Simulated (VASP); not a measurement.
# Co (P-3m1) in VASP: further runs

Co is run at these levels: r2SCAN; tasks: single point.

All numbers are computed with VASP 6.6.1; they aren't measurements. Logs are shortened: lines on timing, memory, paths and dates and some standing lists are left out, and cuts for length are marked.

**1. The cell of the first run**

Symmetry: P-3m1, No. 164, trigonal system. Conventional cell: a = 2.520 Å, b = 2.520 Å, c = 4.117 Å, α = 90.00°, β = 90.00°, γ = 120.00°. Co (site symmetry 3m) has 12 Co at 2.45 to 2.59 Å within 3.2 Å.

**2. Single point, r2SCAN, collinear spin, antiferromagnetic start**

File POSCAR:

```
Co
1.0
    2.5200972405      0.0000000000      0.0000000000
   -1.2600481137      2.1824679481      0.0000000000
    0.0000000000      0.0000000000      4.1167604739
Co
2
Direct
    0.6666666667      0.3333333333      0.2598610000
    0.3333333333      0.6666666667      0.7401390000
```

File INCAR.step1:

```
PREC = Accurate
ENCUT = 520
ISMEAR = -1
SIGMA = 0.1
LREAL = False
LASPH = True
NELM = 150
ISPIN = 2
MAGMOM = 3.2 -3.2
LMAXMIX = 4
NBANDS = 20
GGA = PE
ALGO = Normal
EDIFF = 1E-4
LWAVE = True
LCHARG = False
```

File INCAR.step2:

```
PREC = Accurate
ENCUT = 520
EDIFF = 1E-7
ISMEAR = -1
SIGMA = 0.1
LREAL = False
LASPH = True
NELM = 150
ALGO = Normal
ISIF = 2
LWAVE = False
LCHARG = False
ISPIN = 2
MAGMOM = 3.2 -3.2
LORBIT = 11
LMAXMIX = 4
METAGGA = R2SCAN
LMIXTAU = True
NBANDS = 20
ISTART = 1
```

File KPOINTS:

```
regular mesh
0
Gamma
  13 13 7
```

Potentials or basis: VASP PAW PBE potentials, release 64 (Co).

On the command line:

```console
cat potpaw_PBE.64/Co/POTCAR > POTCAR
cp INCAR.step1 INCAR
mpirun -np 1 vasp_std > vasp.out
cp INCAR.step2 INCAR
mpirun -np 1 vasp_std > vasp.out
```

OUTCAR:

```text
PREC = Accurate
   ENCUT = 520
   EDIFF = 1E-7
   ISMEAR = -1
   LREAL = False
   LASPH = True
   NELM = 150
   ISIF = 2
   ISPIN = 2
   LORBIT = 11
   METAGGA = R2SCAN
   ISTART = 1

 ion  position               nearest neighbor table
   1  0.667  0.333  0.260-   2 2.45   2 2.45   2 2.45   2 2.59   2 2.59   2 2.59
   2  0.333  0.667  0.740-   1 2.45   1 2.45   1 2.45   1 2.59   1 2.59   1 2.59

  LATTYP: Found a hexagonal cell.
 ALAT       =     2.5200972405
 C/A-ratio  =     1.6335720732

  Lattice vectors:

 A1 = (   2.5200972405,   0.0000000000,   0.0000000000)
 A2 = (  -1.2600481137,   2.1824679481,   0.0000000000)
 A3 = (   0.0000000000,   0.0000000000,   4.1167604739)

Analysis of symmetry for initial positions (statically):
=====================================================================
 Subroutine PRICEL returns:
 Original cell was already a primitive cell.

 Routine SETGRP: Setting up the symmetry group for a
 hexagonal supercell.

 Subroutine GETGRP returns: Found 12 space group operations
 (whereof 12 operations were pure point group operations)
 out of a pool of 24 trial point group operations.

The static configuration has the point symmetry D_3d.

Analysis of symmetry for dynamics (positions and initial velocities):
=====================================================================
 Subroutine PRICEL returns:
 Original cell was already a primitive cell.

 Routine SETGRP: Setting up the symmetry group for a
 hexagonal supercell.

 Subroutine GETGRP returns: Found 12 space group operations
 (whereof 12 operations were pure point group operations)
 out of a pool of 24 trial point group operations.

The dynamic configuration has the point symmetry D_3d.

Analysis of structural, dynamic, and magnetic symmetry:
=====================================================================
 Subroutine PRICEL returns:
 Original cell was already a primitive cell.

 Routine SETGRP: Setting up the symmetry group for a
 hexagonal supercell.

 Subroutine GETGRP returns: Found 12 space group operations
 (whereof 12 operations were pure point group operations)
 out of a pool of 24 trial point group operations.

The overall configuration has the point symmetry D_3d.

 Subroutine INISYM returns: Found 12 space group operations
 (whereof 12 operations are pure point group operations),
 and found     1 'primitive' translations

----------------------------------------------------------------------------------------

                                     Primitive cell

  volume of cell :      22.6423

  direct lattice vectors                    reciprocal lattice vectors
     2.520097241  0.000000000  0.000000000     0.396810085  0.229098347  0.000000000
    -1.260048114  2.182467948  0.000000000     0.000000000  0.458196878  0.000000000
     0.000000000  0.000000000  4.116760474     0.000000000  0.000000000  0.242909445

  length of vectors
     2.520097241  2.520096743  4.116760474     0.458196787  0.458196878  0.242909445

  position of ions in fractional coordinates (direct lattice)
     0.666666667  0.333333333  0.259861000
     0.333333333  0.666666667  0.740139000

  ion indices of the primitive-cell ions
   primitive index   ion index
                 1           1
                 2           2

----------------------------------------------------------------------------------------

 KPOINTS: regular mesh

Automatic generation of k-mesh.
 Grid dimensions read from file:
 generate k-points for:   13   13    7

 Generating k-lattice:

  Cartesian coordinates                     Fractional coordinates (reciprocal lattice)
     0.030523853  0.017622950  0.000000000     0.076923077 -0.000000000  0.000000000
     0.000000000  0.035245914  0.000000000     0.000000000  0.076923077  0.000000000
     0.000000000  0.000000000  0.034701349     0.000000000  0.000000000  0.142857143

  Length of vectors
     0.035245907  0.035245914  0.034701349

  Shift w.r.t. Gamma in fractional coordinates (k-lattice)
     0.000000000  0.000000000  0.000000000

 Subroutine IBZKPT returns following result:
 ===========================================

 Found    126 irreducible k-points:

 Following reciprocal coordinates:
            Coordinates               Weight
  0.000000  0.000000  0.000000      1.000000
  0.076923  0.000000  0.000000      6.000000
  0.153846 -0.000000  0.000000      6.000000
  0.230769 -0.000000  0.000000      6.000000
  0.307692 -0.000000  0.000000      6.000000
  0.384615 -0.000000  0.000000      6.000000
[... 16 lines left out ...]
  0.076923  0.000000  0.142857      6.000000
  0.000000  0.076923  0.142857      6.000000
 [... further k-points ...]
   k-points           NKPTS =    126   k-points in BZ     NKDIM =    126   number of bands    NBANDS=     20
   number of dos      NEDOS =    301   number of ions     NIONS =      2
   total plane-waves  NPLWV =  12800
   dimension x,y,z NGX =    20 NGY =   20 NGZ =   32
   dimension x,y,z NGXF=    40 NGYF=   40 NGZF=   64
   ions per type =               2
   NGX,Y,Z   is equivalent  to a cutoff of  13.19, 13.19, 12.92 a.u.
   NGXF,Y,Z  is equivalent  to a cutoff of  26.39, 26.39, 25.84 a.u.
 SYSTEM =  unknown system
   PREC   = accura    normal or accurate (medium, high low for compatibility)
   ISTART =      1    job   : 0-new  1-cont  2-samecut
   ICHARG =      0    charge: 1-file 2-atom 10-const
   ISPIN  =      2    spin polarized calculation?
   LNONCOLLINEAR =      F non collinear calculations
   LSORBIT =      F    spin-orbit coupling
   LASPH  =      T    aspherical Exc in radial PAW
   ENCUT  =  520.0 eV  38.22 Ry    6.18 a.u.   4.69  4.69  7.65*2*pi/ulx,y,z
   NELM   =    150;   NELMIN=  2; NELMDL=  0     # of ELM steps
   EDIFF  = 0.1E-06   stopping-criterion for ELM
   LREAL  =      F    real-space projection
   EDIFFG = 0.1E-05   stopping-criterion for IOM
   NSW    =      0    number of steps for IOM
   IBRION =     -1    ionic relax: 0-MD 1-quasi-New 2-CG
   NFREE  =      0    steps in history (QN), initial steepest desc. (CG)
   ISIF   =      2    stress and relaxation
   ISYM   =      2    0-nonsym 1-usesym 2-fastsym
   POTIM  = 0.5000    time-step for ionic-motion
   TEBEG  =    0.0;   TEEND  =   0.0 temperature during run
   PSTRESS=    0.0 pullay stress
   NELECT =      18.0000    total number of electrons
   NUPDOWN=      -1.0000    fix difference up-down
   EMIN   =  10.00;   EMAX   =-10.00  energy-range for DOS
   EFERMI =   0.00;   METHOD = LEGACY
   ISMEAR =    -1;   SIGMA  =   0.10  broadening in eV -4-tet -1-fermi 0-gaus
   EFERMI_NEDOS =   21; number of points for ismear=-14 and -15
   IALGO  =     38    algorithm
   IMIX   =      4    mixing-type and parameters
     AMIX     =   0.40;   BMIX     =  1.00
     AMIX_MAG =   1.60;   BMIX_MAG =  1.00
  volume/ion in A,a.u.               =      11.32        76.40
  Fermi-wavevector in a.u.,A,eV,Ry     =   1.516557  2.865877 31.292654  2.299945
  Thomas-Fermi vector in A             =   2.625931
   LORBIT       =     11    0 simple, 1 ext, 2 COOP (PROOUT), +10 PAW based schemes
   METAGGA = R2SCAN    functional components
   LHFCALC =     F    Hartree Fock is set to
   AEXX    =    0.0000 exact exchange contribution
   IVDW    =     0    specifies the selected vdW correction
   LEPSILON=     F    determine dielectric tensor
   LRPA    =     F    only Hartree local field effects (RPA)
 spin polarized calculation
  energy-cutoff  :      520.00
  volume of cell :       22.64
 maximum number of plane-waves:       625
 NGX is ok and might be reduce to    20
   NGX =  9   NGY =  9   NGZ = 15

 number of electron      17.9999991 magnetization       0.0000000

 number of electron      17.9999991 magnetization      -0.0000000

 Free energy of the ion-electron system (eV)
  ---------------------------------------------------
  ext. energy  EPLUGINS =         0.00000000
  ---------------------------------------------------
  free energy    TOTEN  =       -25.80196284 eV

  energy without entropy =      -25.73342641  energy(sigma->0) =      -25.76769462

 E-fermi :   9.7810     XC(G=0): -14.3627

 val. band max:        9.7742667496   @ k =   0.2308  -0.0000   0.0000
 cond. band min:       9.7843609572   @ k =   0.2308  -0.0000   0.1429
 fundamental gap:      0.0100942076
 Fermi energy:         9.7809559664

 spin component 1

 k-point     1 :       0.0000    0.0000    0.0000
  band No.  band energies     occupation
      1       0.3677      1.00000
      2       4.6252      1.00000
      3       6.7289      1.00000
      4       6.7289      1.00000
      5       7.2244      1.00000
      6       7.2244      1.00000
[... 12 lines left out ...]
     19      36.0524      0.00000
     20      36.0525      0.00000

 k-point     2 :       0.0769    0.0000    0.0000
  band No.  band energies     occupation
      1       0.5790      1.00000
      2       4.7543      1.00000
      3       6.6422      1.00000
      4       6.8164      1.00000
      5       6.9801      1.00000
      6       7.1959      1.00000
[... 498 lines left out ...]
 k-point    24 :       0.0000    0.0769    0.1429
  band No.  band energies     occupation
      1       0.7813      1.00000
      2       4.6782      1.00000
      3       6.6362      1.00000
      4       6.8056      1.00000
      5       6.9324      1.00000
      6       7.1852      1.00000
[... 12 lines left out ...]
     19      37.4986      0.00000
     20      38.2292      0.00000

 [... further k-points ...]

 spin component 2

 k-point     1 :       0.0000    0.0000    0.0000
  band No.  band energies     occupation
      1       0.3677      1.00000
      2       4.6252      1.00000
      3       6.7289      1.00000
      4       6.7289      1.00000
      5       7.2244      1.00000
      6       7.2244      1.00000
[... 12 lines left out ...]
     19      36.0524      0.00000
     20      36.0525      0.00000

 k-point     2 :       0.0769    0.0000    0.0000
  band No.  band energies     occupation
      1       0.5790      1.00000
      2       4.7543      1.00000
      3       6.6422      1.00000
      4       6.8164      1.00000
      5       6.9801      1.00000
      6       7.1959      1.00000
[... 498 lines left out ...]
 k-point    24 :       0.0000    0.0769    0.1429
  band No.  band energies     occupation
      1       0.7813      1.00000
      2       4.6782      1.00000
      3       6.6362      1.00000
      4       6.8056      1.00000
      5       6.9324      1.00000
      6       7.1852      1.00000
[... 12 lines left out ...]
     19      37.4986      0.00000
     20      38.2292      0.00000

 [... further k-points ...]
[... 5 lines left out ...]
  --------------------------------------------------------------------------------------
  -------------------------------------------------------------------------------------
  Total       -1.9528650     -1.9528645      1.7100449     -0.0000005      0.0000000      0.0000000
  in kB     -138.1853590   -138.1853232    121.0033291     -0.0000321      0.0000000      0.0000000
  external PRESSURE =     -51.7891177 kB  Pullay stress =       0.0000000 kB

 VOLUME and BASIS-vectors are now :
 -----------------------------------------------------------------------------
  energy-cutoff  :      520.00
  volume of cell :       22.64
      direct lattice vectors                 reciprocal lattice vectors
     2.520097241  0.000000000  0.000000000     0.396810085  0.229098347  0.000000000
    -1.260048114  2.182467948  0.000000000     0.000000000  0.458196878  0.000000000
     0.000000000  0.000000000  4.116760474     0.000000000  0.000000000  0.242909445

 POSITION                                       TOTAL-FORCE (eV/Angst)
 -----------------------------------------------------------------------------------
      1.26005      0.72749      1.06979        -0.000000      0.000000     -0.862975
      0.00000      1.45498      3.04697         0.000000      0.000000      0.862975
 -----------------------------------------------------------------------------------
    total drift:                               -0.000000      0.000000      0.000000

  FREE ENERGIE OF THE ION-ELECTRON SYSTEM (eV)
  ---------------------------------------------------
  free  energy   TOTEN  =       -25.8019628359 eV

  energy  without entropy=      -25.7334264081  energy(sigma->0) =      -25.76769462

 total charge

# of ion       s       p       d       tot
------------------------------------------
    1        0.499   0.545   7.177   8.220
    2        0.499   0.545   7.177   8.220
--------------------------------------------------
tot          0.998   1.089  14.354  16.441

 magnetization (x)

# of ion       s       p       d       tot
------------------------------------------
    1        0.006   0.010   1.803   1.819
    2       -0.006  -0.010  -1.803  -1.819
--------------------------------------------------
tot          0.000   0.000   0.000   0.000
```

Wall time 10 min (1 thread of Intel Xeon 8259CL, shared host); peak memory 0.22 GiB.

What came out:

* Free energy: -25.8020 eV
* Pressure: -5.2 GPa
* Largest force: 0.863 eV/Å
* Band gap on the k mesh: zero (filled and empty bands overlap)
* Net moment: 0.00 μB per cell
* Site moments: Co +1.82, -1.82 μB
* Valence electrons inside the program's atomic spheres: Co 8.22

Forces on the atoms (eV/Å):
```
Co   0.000  0.000 -0.863
Co   0.000  0.000  0.863
```

Stress tensor (GPa, compression positive):
```
-13.82   0.00   0.00
  0.00 -13.82   0.00
  0.00   0.00  12.10
```

Caveat: the cell stands under tension; the PAW data sets were made with another functional, which shifts forces and pressure a little.

**3. Single point, r2SCAN, collinear spin, antiferromagnetic start**

This run uses another cell than the first one, of 11.54 Å³/atom.

File POSCAR:

```
Co
1.0
    2.5361492480      0.0000000000      0.0000000000
   -1.2680741142      2.1963693926      0.0000000000
    0.0000000000      0.0000000000      4.1429825852
Co
2
Direct
    0.6666666667      0.3333333333      0.2598610000
    0.3333333333      0.6666666667      0.7401390000
```

File INCAR.step1:

```
SYSTEM = Co
  PREC = Accurate
  ENCUT = 520
  ISMEAR = -1
  SIGMA = 0.1
  LREAL = .False.
  LASPH = .True.
  NELM = 150
  ISPIN = 2
  MAGMOM = 3.2 -3.2
  LMAXMIX = 4
  NBANDS = 20
  GGA = PE
  ALGO = Normal
  EDIFF = 1E-4
  LWAVE = .True.
  LCHARG = .False.
```

File INCAR.step2:

```
SYSTEM = Co
  PREC = Accurate
  ENCUT = 520
  EDIFF = 1E-6
  ISMEAR = -1
  SIGMA = 0.1
  LREAL = .False.
  LASPH = .True.
  NELM = 150
  ALGO = Normal
  ISIF = 2
  LWAVE = .False.
  LCHARG = .True.
  ISPIN = 2
  MAGMOM = 3.2 -3.2
  LORBIT = 11
  LMAXMIX = 4
  METAGGA = R2SCAN
  LMIXTAU = .True.
  LELF = .True.
  LVHAR = .True.
  NBANDS = 20
  ISTART = 1
```

File KPOINTS:

```
Automatic mesh
0
Gamma
  13 13 7
  0 0 0
```

Potentials or basis: VASP PAW PBE potentials, release 64 (Co).

On the command line:

```console
cat potpaw_PBE.64/Co/POTCAR > POTCAR
cp INCAR.step1 INCAR
mpirun -np 1 vasp_std > vasp.out
cp INCAR.step2 INCAR
mpirun -np 1 vasp_std > vasp.out
```

OUTCAR:

```text
SYSTEM = Co
   PREC = Accurate
   ENCUT = 520
   EDIFF = 1E-6
   ISMEAR = -1
   LREAL = .False.
   LASPH = .True.
   NELM = 150
   ISIF = 2
   ISPIN = 2
   LORBIT = 11
   METAGGA = R2SCAN
   ISTART = 1

 ion  position               nearest neighbor table
   1  0.667  0.333  0.260-   2 2.47   2 2.47   2 2.47   2 2.60   2 2.60   2 2.60
   2  0.333  0.667  0.740-   1 2.47   1 2.47   1 2.47   1 2.60   1 2.60   1 2.60

  LATTYP: Found a hexagonal cell.
 ALAT       =     2.5361492480
 C/A-ratio  =     1.6335720733

  Lattice vectors:

 A1 = (   2.5361492480,   0.0000000000,   0.0000000000)
[... 1321 lines left out ...]

 VOLUME and BASIS-vectors are now :
 -----------------------------------------------------------------------------
  energy-cutoff  :      520.00
  volume of cell :       23.08
      direct lattice vectors                 reciprocal lattice vectors
     2.536149248  0.000000000  0.000000000     0.394298561  0.227648318  0.000000000
    -1.268074114  2.196369393  0.000000000     0.000000000  0.455296820  0.000000000
     0.000000000  0.000000000  4.142982585     0.000000000  0.000000000  0.241372002

 POSITION                                       TOTAL-FORCE (eV/Angst)
 -----------------------------------------------------------------------------------
      1.26807      0.73212      1.07660         0.000000      0.000000     -0.821244
      0.00000      1.46425      3.06638        -0.000000     -0.000000      0.821244
 -----------------------------------------------------------------------------------
    total drift:                               -0.000000      0.000000      0.000000

  FREE ENERGIE OF THE ION-ELECTRON SYSTEM (eV)
  ---------------------------------------------------
  free  energy   TOTEN  =       -25.7841394505 eV

  energy  without entropy=      -25.7165945171  energy(sigma->0) =      -25.75036698

 total charge

# of ion       s       p       d       tot
------------------------------------------
    1        0.492   0.529   7.165   8.185
    2        0.492   0.529   7.165   8.185
--------------------------------------------------
tot          0.983   1.059  14.329  16.371

 magnetization (x)

# of ion       s       p       d       tot
------------------------------------------
    1        0.006   0.010   1.835   1.851
    2       -0.006  -0.010  -1.835  -1.851
--------------------------------------------------
tot          0.000   0.000   0.000   0.000
```

It took 8.3 min on 1 thread of Intel Xeon 8259CL, shared host; peak memory 0.22 GiB.

Results:

| Quantity | Value |
| --- | --- |
| Free energy | -25.7841 eV |
| Pressure | -8.0 GPa |
| Largest force | 0.821 eV/Å |
| Band gap on the k mesh | zero (filled and empty bands overlap) |
| Net moment | 0.00 μB per cell |
| Site moments | Co +1.85, -1.85 μB |
| Valence electrons inside the program's atomic spheres | Co 8.19 |

Forces on the atoms (eV/Å):
```
Co   0.000  0.000 -0.821
Co   0.000  0.000  0.821
```

Stress tensor (GPa, compression positive):
```
-16.66   0.00   0.00
  0.00 -16.66   0.00
  0.00   0.00   9.30
```

Levels at points of the mesh, in eV from the Fermi level:
Spin up:
```csv
k point,band 6,band 7,band 8,band 9,band 10,band 11,band 12,band 13
"(0.00, 0.00, 0.00)",-2.58,-2.31,-0.76,-0.76,-0.58,1.12,1.12,6.04
```
Spin down:
```
           k point  band 5  band 6  band 7  band 8  band 9  band 10  band 11  band 12  band 13  band 14
(0.00, 0.00, 0.00)   -2.58   -2.58   -2.31   -0.76   -0.76    -0.58     1.12     1.12     6.04    22.07
```

Caveat: the cell stands under tension; the PAW data sets were made with another functional, which shifts forces and pressure a little.
